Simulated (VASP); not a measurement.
Input of a VASP 6.6.1 run:

The input INCAR:

```
PREC = Accurate
ENCUT = 520
EDIFF = 1E-7
ISMEAR = 0
SIGMA = 0.05
LREAL = F
LASPH = T
NELM = 80
ALGO = Normal
ISIF = 2
LWAVE = F
LCHARG = F
GGA = PE
NBANDS = 16
```

Contents of KPOINTS:

```
regular mesh
0
Gamma
  9 9 6
```

The input POSCAR:

```
MgO
1.0
    3.4431622743      0.0000000000      0.0000000000
   -1.7215811372      2.9818659988      0.0000000000
    0.0000000000      0.0000000000      4.0794586625
Mg O
2 2
Direct
    0.6666666667      0.3333333333      0.7500000000
    0.3333333333      0.6666666667      0.2500000000
    0.6666666667      0.3333333333      0.2500000000
    0.3333333333      0.6666666667      0.7500000000
```

Potentials or basis: VASP PAW PBE potentials, release 64 (Mg, O).

Run with:

```sh
$ cat potpaw_PBE.64/Mg/POTCAR potpaw_PBE.64/O/POTCAR > POTCAR
$ mpirun -np 1 vasp_std > vasp.out
```

Question: Predict the pressure.

Answer: 11.9 GPa.

Question: Predict the band gap on the k mesh.

Answer: 3.70 eV, direct.

Stress tensor (GPa, compression positive):
```
10.40  0.00  0.00
 0.00 10.40  0.00
 0.00  0.00 14.85
```
